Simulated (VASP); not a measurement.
# SnS2 (P-3m1) in VASP: settings compared

The runs below take SnS2 through single point, with HSE06, PBE-based screened hybrid with 35 % exact exchange, PBE-based screened hybrid with 30 % exact exchange.

Program: VASP 6.6.1. These are calculated values, not measurements. Logs are shortened: lines on timing, memory, paths and dates and some standing lists are left out, and cuts for length are marked.

### Step 1. The cell of the first run

Symmetry: P-3m1, No. 164, trigonal system. Conventional cell: a = 3.661 Å, b = 3.661 Å, c = 5.962 Å, α = 90.00°, β = 90.00°, γ = 120.00°. Within 3.4 Å of Sn (site symmetry -3m) lie 6 S at 2.57 Å. Within 3.4 Å of S (site symmetry 3m) lie 3 Sn at 2.57 Å.

### Step 2. Single point, HSE06

Contents of POSCAR:

```
SnS2
1.0
    3.6607548100      0.0000000000      0.0000000000
   -1.8303774050      3.1703066624      0.0000000000
    0.0000000000      0.0000000000      5.9617808746
Sn S
1 2
Direct
    0.0000000000      0.0000000000      0.0000000000
    0.3333333333      0.6666666667      0.2455905346
    0.6666666667      0.3333333333      0.7544094654
```

Contents of INCAR.step1:

```
PREC = Accurate
ENCUT = 400
EDIFF = 1E-5
ISMEAR = 0
SIGMA = 0.01
LREAL = False
LASPH = True
NELM = 120
ALGO = Normal
ISIF = 2
LWAVE = True
NBANDS = 20
GGA = PE
GGA_COMPAT = False
```

Contents of INCAR.step2:

```
PREC = Accurate
ENCUT = 400
EDIFF = 1E-6
ISMEAR = 0
SIGMA = 0.01
LREAL = False
LASPH = True
NELM = 120
ALGO = Normal
ISIF = 2
LWAVE = False
LCHARG = True
GGA = PE
LHFCALC = True
HFSCREEN = 0.2079
PRECFOCK = Normal
LELF = True
LVHAR = True
NBANDS = 20
ISTART = 1
GGA_COMPAT = False
```

Contents of KPOINTS:

```
regular mesh
0
Gamma
  6 6 2
```

Potentials or basis: VASP PAW PBE potentials, release 64 (Sn_d, S).

The run is started by

```
$ cat potpaw_PBE.64/Sn_d/POTCAR potpaw_PBE.64/S/POTCAR > POTCAR
$ cp INCAR.step1 INCAR
$ mpirun -np 1 vasp_std > vasp.out
$ cp INCAR.step2 INCAR
$ mpirun -np 1 vasp_std > vasp.out
```

OUTCAR:

```text
PREC = Accurate
   ENCUT = 400
   EDIFF = 1E-6
   ISMEAR = 0
   LREAL = False
   LASPH = True
   NELM = 120
   ISIF = 2
   GGA = PE
   LHFCALC = True
   HFSCREEN = 0.2079
   PRECFOCK = Normal
   ISTART = 1

 ion  position               nearest neighbor table
   1  0.000  0.000  0.000-   2 2.57   3 2.57   2 2.57   3 2.57   3 2.57   2 2.57
   2  0.333  0.667  0.246-   1 2.57   1 2.57   1 2.57
   3  0.667  0.333  0.754-   1 2.57   1 2.57   1 2.57

  LATTYP: Found a hexagonal cell.
 ALAT       =     3.6607548100
 C/A-ratio  =     1.6285660155

  Lattice vectors:

 A1 = (   3.6607548100,   0.0000000000,   0.0000000000)
 A2 = (  -1.8303774050,   3.1703066624,   0.0000000000)
 A3 = (   0.0000000000,   0.0000000000,   5.9617808746)

Analysis of symmetry for initial positions (statically):
=====================================================================
 Subroutine PRICEL returns:
 Original cell was already a primitive cell.

 Routine SETGRP: Setting up the symmetry group for a
 hexagonal supercell.

 Subroutine GETGRP returns: Found 12 space group operations
 (whereof 12 operations were pure point group operations)
 out of a pool of 24 trial point group operations.

The static configuration has the point symmetry D_3d.

Analysis of symmetry for dynamics (positions and initial velocities):
=====================================================================
 Subroutine PRICEL returns:
 Original cell was already a primitive cell.

 Routine SETGRP: Setting up the symmetry group for a
 hexagonal supercell.

 Subroutine GETGRP returns: Found 12 space group operations
 (whereof 12 operations were pure point group operations)
 out of a pool of 24 trial point group operations.

The dynamic configuration has the point symmetry D_3d.

 Subroutine INISYM returns: Found 12 space group operations
 (whereof 12 operations are pure point group operations),
 and found     1 'primitive' translations

----------------------------------------------------------------------------------------

                                     Primitive cell

  volume of cell :      69.1907

  direct lattice vectors                    reciprocal lattice vectors
     3.660754810  0.000000000  0.000000000     0.273167708  0.157713450  0.000000000
    -1.830377405  3.170306662  0.000000000     0.000000000  0.315426899  0.000000000
     0.000000000  0.000000000  5.961780875     0.000000000  0.000000000  0.167735115

  length of vectors
     3.660754810  3.660754810  5.961780875     0.315426899  0.315426899  0.167735115

  position of ions in fractional coordinates (direct lattice)
     0.000000000  0.000000000  0.000000000
     0.333333333  0.666666667  0.245590535
     0.666666667  0.333333333  0.754409465

  ion indices of the primitive-cell ions
   primitive index   ion index
                 1           1
                 2           2
                 3           3

----------------------------------------------------------------------------------------

 KPOINTS: regular mesh

Automatic generation of k-mesh.
 Grid dimensions read from file:
 generate k-points for:    6    6    2

 Generating k-lattice:

  Cartesian coordinates                     Fractional coordinates (reciprocal lattice)
     0.045527951  0.026285575  0.000000000     0.166666667 -0.000000000  0.000000000
     0.000000000  0.052571150  0.000000000     0.000000000  0.166666667  0.000000000
     0.000000000  0.000000000  0.083867557     0.000000000  0.000000000  0.500000000

  Length of vectors
     0.052571150  0.052571150  0.083867557

  Shift w.r.t. Gamma in fractional coordinates (k-lattice)
     0.000000000  0.000000000  0.000000000

 Subroutine IBZKPT returns following result:
 ===========================================

 Found     14 irreducible k-points:

 Following reciprocal coordinates:
            Coordinates               Weight
  0.000000  0.000000  0.000000      1.000000
  0.166667  0.000000  0.000000      6.000000
  0.333333  0.000000  0.000000      6.000000
  0.500000 -0.000000  0.000000      3.000000
  0.166667  0.166667  0.000000      6.000000
  0.333333  0.166667  0.000000     12.000000
  0.333333  0.333333  0.000000      2.000000
  0.000000  0.000000  0.500000      1.000000
  0.166667  0.000000  0.500000      6.000000
  0.333333  0.000000  0.500000      6.000000
  0.500000 -0.000000  0.500000      3.000000
  0.166667  0.166667  0.500000      6.000000
  0.333333  0.166667  0.500000     12.000000
  0.333333  0.333333  0.500000      2.000000
   k-points           NKPTS =     14   k-points in BZ     NKDIM =     72   number of bands    NBANDS=     20
   number of dos      NEDOS =    301   number of ions     NIONS =      3
   total plane-waves  NPLWV =  23040
   dimension x,y,z NGX =    24 NGY =   24 NGZ =   40
   dimension x,y,z NGXF=    48 NGYF=   48 NGZF=   80
   ions per type =               1   2
   NGX,Y,Z   is equivalent  to a cutoff of  10.90, 10.90, 11.15 a.u.
   NGXF,Y,Z  is equivalent  to a cutoff of  21.80, 21.80, 22.31 a.u.
 SYSTEM =  unknown system
   PREC   = accura    normal or accurate (medium, high low for compatibility)
   ISTART =      1    job   : 0-new  1-cont  2-samecut
   ICHARG =      0    charge: 1-file 2-atom 10-const
   ISPIN  =      1    spin polarized calculation?
   LNONCOLLINEAR =      F non collinear calculations
   LSORBIT =      F    spin-orbit coupling
   LASPH  =      T    aspherical Exc in radial PAW
   ENCUT  =  400.0 eV  29.40 Ry    5.42 a.u.   5.97  5.97  9.72*2*pi/ulx,y,z
   NELM   =    120;   NELMIN=  2; NELMDL=  0     # of ELM steps
   EDIFF  = 0.1E-05   stopping-criterion for ELM
   LREAL  =      F    real-space projection
   EDIFFG = 0.1E-04   stopping-criterion for IOM
   NSW    =      0    number of steps for IOM
   IBRION =     -1    ionic relax: 0-MD 1-quasi-New 2-CG
   NFREE  =      0    steps in history (QN), initial steepest desc. (CG)
   ISIF   =      2    stress and relaxation
   ISYM   =      3    0-nonsym 1-usesym 2-fastsym
   POTIM  = 0.5000    time-step for ionic-motion
   TEBEG  =    0.0;   TEEND  =   0.0 temperature during run
   PSTRESS=    0.0 pullay stress
   NELECT =      26.0000    total number of electrons
   NUPDOWN=      -1.0000    fix difference up-down
   EMIN   =  10.00;   EMAX   =-10.00  energy-range for DOS
   EFERMI =   0.00;   METHOD = LEGACY
   ISMEAR =     0;   SIGMA  =   0.01  broadening in eV -4-tet -1-fermi 0-gaus
   EFERMI_NEDOS =   21; number of points for ismear=-14 and -15
   IALGO  =     38    algorithm
   IMIX   =      1    mixing-type and parameters
     AMIX     =   0.40;   BMIX     =  1.00
     AMIX_MAG =   1.60;   BMIX_MAG =  1.00
  volume/ion in A,a.u.               =      23.06       155.64
  Fermi-wavevector in a.u.,A,eV,Ry     =   1.181363  2.232452 18.988538  1.395618
  Thomas-Fermi vector in A             =   2.317638
   LORBIT       =      0    0 simple, 1 ext, 2 COOP (PROOUT), +10 PAW based schemes
   GGA     = PE    functional components
   LHFCALC =     T    Hartree Fock is set to
   PRECFOCK=normal    Normal, Fast or Accurate (Low or Medium for compatibility)
   ENCUT4O =  -1.0   cutoff for four orbital integrals eV
   NKREDX  =     1    reduce k-point grid by
   NKREDY  =     1    reduce k-point grid by
   NKREDZ  =     1    reduce k-point grid by
   AEXX    =    0.2500 exact exchange contribution
   HFSCREEN=    0.2079 screening length (either q_TF or 0.3 A-1)
   HFSCREENC=   0.2079 screening length for correlation (either q_TF or 0.3 A-1)
   ENCUTFOCK=  -1.0 apply spherical cutoff to Coloumb kernel
   IVDW    =     0    specifies the selected vdW correction
   LEPSILON=     F    determine dielectric tensor
   LRPA    =     F    only Hartree local field effects (RPA)
 non-spin polarized calculation
 Gauss-broadening in eV      SIGMA  =   0.01
  energy-cutoff  :      400.00
  volume of cell :       69.19
 maximum number of plane-waves:      1272
 NGX is ok and might be reduce to    24
  NGX = 18; NGY = 18; NGZ = 30

 number of electron      26.0000001 magnetization

 Free energy of the ion-electron system (eV)
  ---------------------------------------------------
  ext. energy  EPLUGINS =         0.00000000
  ---------------------------------------------------
  free energy    TOTEN  =       -16.19525412 eV

  energy without entropy =      -16.19525412  energy(sigma->0) =      -16.19525412

 E-fermi :   3.9002     XC(G=0):  -7.8969

 val. band max:        3.7620478498   @ k =   0.0000   0.0000   0.0000
 cond. band min:       6.1895504272   @ k =   0.5000  -0.0000   0.5000
 fundamental gap:      2.4275025774
 Fermi energy:         3.9002089831

 k-point     1 :       0.0000    0.0000    0.0000
  band No.  band energies     occupation
      1     -19.0273      2.00000
      2     -19.0273      2.00000
      3     -18.9662      2.00000
      4     -18.9402      2.00000
      5     -18.9402      2.00000
      6     -11.2540      2.00000
[... 12 lines left out ...]
     19      14.5252      0.00000
     20      14.5252      0.00000

 k-point     2 :       0.1667    0.0000    0.0000
  band No.  band energies     occupation
      1     -19.0478      2.00000
      2     -19.0156      2.00000
      3     -18.9566      2.00000
      4     -18.9457      2.00000
      5     -18.9357      2.00000
      6     -10.9231      2.00000
[... 12 lines left out ...]
     19      14.0192      0.00000
     20      14.8505      0.00000

 k-point     3 :       0.3333    0.0000    0.0000
  band No.  band energies     occupation
      1     -19.0925      2.00000
      2     -19.0023      2.00000
      3     -18.9675      2.00000
      4     -18.9227      2.00000
      5     -18.9161      2.00000
      6     -10.0251      2.00000
[... 12 lines left out ...]
     19      14.3795      0.00000
     20      15.3362      0.00000

 k-point     4 :       0.5000   -0.0000    0.0000
  band No.  band energies     occupation
      1     -19.1154      2.00000
      2     -19.0002      2.00000
      3     -18.9746      2.00000
      4     -18.9088      2.00000
      5     -18.9016      2.00000
      6      -9.2201      2.00000
[... 199 lines left out ...]
 k-point    13 :       0.3333    0.1667    0.5000
  band No.  band energies     occupation
      1     -19.0936      2.00000
      2     -19.0184      2.00000
      3     -18.9610      2.00000
      4     -18.9228      2.00000
      5     -18.9061      2.00000
      6      -9.2100      2.00000
[... 12 lines left out ...]
     19      14.2762      0.00000
     20      15.2528      0.00000

 k-point    14 :       0.3333    0.3333    0.5000
  band No.  band energies     occupation
      1     -19.0592      2.00000
      2     -19.0592      2.00000
      3     -18.9348      2.00000
      4     -18.9348      2.00000
      5     -18.9150      2.00000
      6      -8.6054      2.00000
[... 12 lines left out ...]
     19      14.5638      0.00000
     20      14.6366      0.00000

------------------------ aborting loop because EDIFF is reached ----------------------------------------

  FORCE on cell =-STRESS in cart. coord.  units (eV):
  Direction    XX          YY          ZZ          XY          YZ          ZX
  --------------------------------------------------------------------------------------
  -------------------------------------------------------------------------------------
  Total       -0.1277657     -0.1277657     -0.1484846      0.0000000      0.0000000      0.0000000
  in kB       -2.9585366     -2.9585366     -3.4383023      0.0000000      0.0000000      0.0000000
  external PRESSURE =      -3.1184585 kB  Pullay stress =       0.0000000 kB

 VOLUME and BASIS-vectors are now :
 -----------------------------------------------------------------------------
  energy-cutoff  :      400.00
  volume of cell :       69.19
      direct lattice vectors                 reciprocal lattice vectors
     3.660754810  0.000000000  0.000000000     0.273167708  0.157713450  0.000000000
    -1.830377405  3.170306662  0.000000000     0.000000000  0.315426899  0.000000000
     0.000000000  0.000000000  5.961780875     0.000000000  0.000000000  0.167735115

 POSITION                                       TOTAL-FORCE (eV/Angst)
 -----------------------------------------------------------------------------------
      0.00000      0.00000      0.00000         0.000000     -0.000000      0.000000
     -0.00000      2.11354      1.46416        -0.000000      0.000000     -0.265307
      1.83038      1.05677      4.49762         0.000000     -0.000000      0.265307
 -----------------------------------------------------------------------------------
    total drift:                                0.000000      0.000000      0.000002

  FREE ENERGIE OF THE ION-ELECTRON SYSTEM (eV)
  ---------------------------------------------------
  free  energy   TOTEN  =       -16.1952541183 eV

  energy  without entropy=      -16.1952541183  energy(sigma->0) =      -16.19525412
```

Run time: 15 min. Hardware: 1 thread of Intel Xeon Platinum 8375C at 2.90GHz (Ice Lake), shared host; peak memory 0.27 GiB.

What came out:

```yaml
Free_energy: -16.1953 eV
Pressure: -0.3 GPa
Largest_force: 0.265 eV/Å
Band_gap_on_the_k_mesh: 2.43 eV (least direct gap 2.80 eV)
```

Forces in eV/Å, atoms in the order of the input:
```
Sn   0.000  0.000  0.000
S    0.000  0.000 -0.265
S    0.000  0.000  0.265
```

Caveat: the k points lie up to 0.53 Å⁻¹ apart; the PAW data sets were made with another functional, which shifts forces and pressure a little; spin-orbit coupling is left out, which moves the levels of the heavy elements; this functional lacks dispersion, which binds the layers, so the pressure and a relaxed spacing across them are unreliable. A k mesh can miss the band edges.

### Step 3. Single point, PBE-based screened hybrid with 35 % exact exchange

POSCAR is that of step 2.

Contents of INCAR.step1:

```
SYSTEM = SnS2
  ALGO = Normal
  EDIFF = 1E-5
  ENCUT = 400
  GGA = PE
  GGA_COMPAT = .FALSE.
  ISIF = 2
  ISMEAR = 0
  LASPH = .TRUE.
  LCHARG = .FALSE.
  LREAL = .FALSE.
  LWAVE = .TRUE.
  NBANDS = 20
  NELM = 120
  PREC = Accurate
  SIGMA = 0.01
```

Contents of INCAR.step2:

```
SYSTEM = SnS2
  AEXX = 0.35
  ALGO = Normal
  EDIFF = 1E-6
  ENCUT = 400
  GGA = PE
  GGA_COMPAT = .FALSE.
  HFSCREEN = 0.3
  ISIF = 2
  ISMEAR = 0
  ISTART = 1
  LASPH = .TRUE.
  LCHARG = .FALSE.
  LHFCALC = .TRUE.
  LREAL = .FALSE.
  LWAVE = .FALSE.
  NBANDS = 20
  NELM = 120
  PREC = Accurate
  PRECFOCK = Normal
  SIGMA = 0.01
```

Contents of KPOINTS:

```
k-points
0
G
  6 6 2
  0 0 0
```

Potentials or basis: VASP PAW PBE potentials, release 64 (Sn_d, S).

The run is started by

```
$ cat potpaw_PBE.64/Sn_d/POTCAR potpaw_PBE.64/S/POTCAR > POTCAR
$ cp INCAR.step1 INCAR
$ mpirun -np 1 vasp_std > vasp.out
$ cp INCAR.step2 INCAR
$ mpirun -np 1 vasp_std > vasp.out
```

Run time: 16 min. Hardware: 1 thread of Intel Xeon Platinum 8375C at 2.90GHz (Ice Lake), shared host; peak memory 0.27 GiB.

It converged, with:

```
Free energy            : -16.6664 eV
Pressure               : -1.1 GPa
Largest force          : 0.391 eV/Å
Band gap on the k mesh : 2.52 eV (least direct gap 2.88 eV)
```

Forces in eV/Å, atoms in the order of the input:
```
Sn   0.000  0.000  0.000
S    0.000  0.000 -0.391
S    0.000  0.000  0.391
```

Stress tensor (GPa, compression positive):
```
-1.11  0.00  0.00
 0.00 -1.11  0.00
 0.00  0.00 -1.20
```

Levels at points of the mesh, in eV from the valence-band top:
| k point | band 9 | band 10 | band 11 | band 12 | band 13 | band 14 | band 15 | band 16 | band 17 | band 18 |
| --- | --- | --- | --- | --- | --- | --- | --- | --- | --- | --- |
| (0.00, 0.00, 0.00) | -0.60 | -0.60 | -0.26 | -0.26 | 0.00 | 3.10 | 4.79 | 6.73 | 6.73 | 10.23 |
| (0.50, 0.00, 0.00) | -4.71 | -2.85 | -2.69 | -0.92 | -0.20 | 2.68 | 5.71 | 7.18 | 7.59 | 9.13 |
| (0.00, 0.00, 0.50) | -1.92 | -0.68 | -0.68 | -0.14 | -0.14 | 4.22 | 4.86 | 6.48 | 6.48 | 10.33 |
| (0.50, 0.00, 0.50) | -5.14 | -2.54 | -1.93 | -0.69 | -0.52 | 2.52 | 5.93 | 6.89 | 7.58 | 8.43 |

Caveat: the k points lie up to 0.53 Å⁻¹ apart; the PAW data sets were made with another functional, which shifts forces and pressure a little; spin-orbit coupling is left out, which moves the levels of the heavy elements. A k mesh can miss the band edges.

### Step 4. Single point, PBE-based screened hybrid with 30 % exact exchange

POSCAR is that of step 3.

Contents of INCAR.step1:

```
PREC = Accurate
ENCUT = 400
EDIFF = 1E-5
ISMEAR = 0
SIGMA = 0.01
LREAL = False
LASPH = True
NELM = 120
ALGO = Normal
ISIF = 2
LWAVE = True
LCHARG = False
GGA = PE
NBANDS = 20
GGA_COMPAT = False
```

Contents of INCAR.step2:

```
PREC = Accurate
ENCUT = 400
EDIFF = 1E-6
ISMEAR = 0
SIGMA = 0.01
LREAL = False
LASPH = True
NELM = 120
ALGO = Normal
ISIF = 2
LWAVE = False
LCHARG = False
GGA = PE
LHFCALC = True
AEXX = 0.3
HFSCREEN = 0.3
PRECFOCK = Normal
ISTART = 1
NBANDS = 20
GGA_COMPAT = False
```

Contents of KPOINTS:

```
regular mesh
0
Gamma
  6 6 2
```

The run is started by

```
$ cat potpaw_PBE.64/Sn_d/POTCAR potpaw_PBE.64/S/POTCAR > POTCAR
$ cp INCAR.step1 INCAR
$ mpirun -np 1 vasp_std > vasp.out
$ cp INCAR.step2 INCAR
$ mpirun -np 1 vasp_std > vasp.out
```

It took 14 min on 1 thread of Intel Xeon Platinum 8488C (Sapphire Rapids), shared host; peak memory 0.27 GiB.

The run converged. Its results:

```
Free energy            : -16.1507 eV
Pressure               : -0.6 GPa
Largest force          : 0.307 eV/Å
Band gap on the k mesh : 2.37 eV (least direct gap 2.74 eV)
```

Forces on the atoms (eV/Å):
```
Sn   0.000  0.000  0.000
S    0.000  0.000 -0.307
S    0.000  0.000  0.307
```

Stress tensor (GPa, compression positive):
```
-0.55  0.00  0.00
 0.00 -0.55  0.00
 0.00  0.00 -0.62
```

Levels at points of the mesh, in eV from the valence-band top:
| k point | band 10 | band 11 | band 12 | band 13 | band 14 | band 15 | band 16 | band 17 |
| --- | --- | --- | --- | --- | --- | --- | --- | --- |
| (0.00, 0.00, 0.00) | -0.60 | -0.26 | -0.26 | 0.00 | 2.93 | 4.63 | 6.54 | 6.54 |
| (0.50, 0.00, 0.00) | -2.81 | -2.66 | -0.91 | -0.21 | 2.53 | 5.54 | 7.02 | 7.39 |
| (0.00, 0.00, 0.50) | -0.68 | -0.68 | -0.14 | -0.14 | 4.05 | 4.70 | 6.30 | 6.30 |
| (0.50, 0.00, 0.50) | -2.51 | -1.91 | -0.69 | -0.53 | 2.37 | 5.76 | 6.72 | 7.42 |

Caveat: the k points lie up to 0.53 Å⁻¹ apart; the PAW data sets were made with another functional, which shifts forces and pressure a little; spin-orbit coupling is left out, which moves the levels of the heavy elements.

(Part 1 of 2 ends here.)
